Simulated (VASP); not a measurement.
Wanted: the native input for a VASP 6.6.1 run.

```
Task                   : single point
Functional             : PBEsol
Potentials or basis    : VASP PAW PBE potentials, release 64 (Sr_sv, Cl)
Cutoff                 : 520 eV
k mesh                 : 8 × 8 × 6
Occupations            : gaussian, width 0.05 eV
Spin                   : no spin polarisation
Dipole correction      : no
Further INCAR settings : ALGO = Normal; EDIFF = 1e-06; NBANDS = 19
```

The structure of SrCl2 lies in POSCAR:

```
SrCl2
1.0
    4.3898304358      0.0000000000      0.0000000000
   -2.1949152179      3.8017046757      0.0000000000
    0.0000000000      0.0000000000      6.1734495203
Sr Cl
1 2
Direct
    0.0000000000      0.0000000000      0.0000000000
    0.3333333333      0.6666666667      0.2230369008
    0.6666666667      0.3333333333      0.7769630992
```

This cell differs from its parent crystal: volume scaled by 1.020.

These files were run (other wordings do the same):

INCAR

```
ALGO     = Normal         # electronic algorithm
EDIFF    = 1E-6           # SCF threshold, eV
ENCUT    = 520            # plane-wave cutoff, eV
GGA      = PS             # functional
ISIF     = 2              # what is computed and relaxed
ISMEAR   = 0              # smearing method
LASPH    = T              # aspherical terms in the spheres
LCHARG   = T              # write CHGCAR
LELF     = T              # ELF
LREAL    = F              # projectors in reciprocal space
LVHAR    = T            
LWAVE    = F              # write WAVECAR
NBANDS   = 19             # bands
NELM     = 100            # most SCF steps
PREC     = Accurate       # precision mode
SIGMA    = 0.05           # smearing width, eV
```

KPOINTS

```
k-points
0
Gamma
  8 8 6
```

Potentials or basis: VASP PAW PBE potentials, release 64 (Sr_sv, Cl).

The run is started by

```sh
$ cat potpaw_PBE.64/Sr_sv/POTCAR potpaw_PBE.64/Cl/POTCAR > POTCAR
$ mpirun -np 1 vasp_std > vasp.out
```

Results of the run:

```json
{
 "Pressure": "0.0 GPa",
 "Largest force": "0.021 eV/Å",
 "Band gap on the k mesh": "5.27 eV, direct"
}
```

Caveat: the PAW data sets were made with another functional, which shifts forces and pressure a little.

Wall time 3 min on 1 thread of Oxide Virtual Turin-like Processor, on a shared host, peak memory 0.25 GiB.
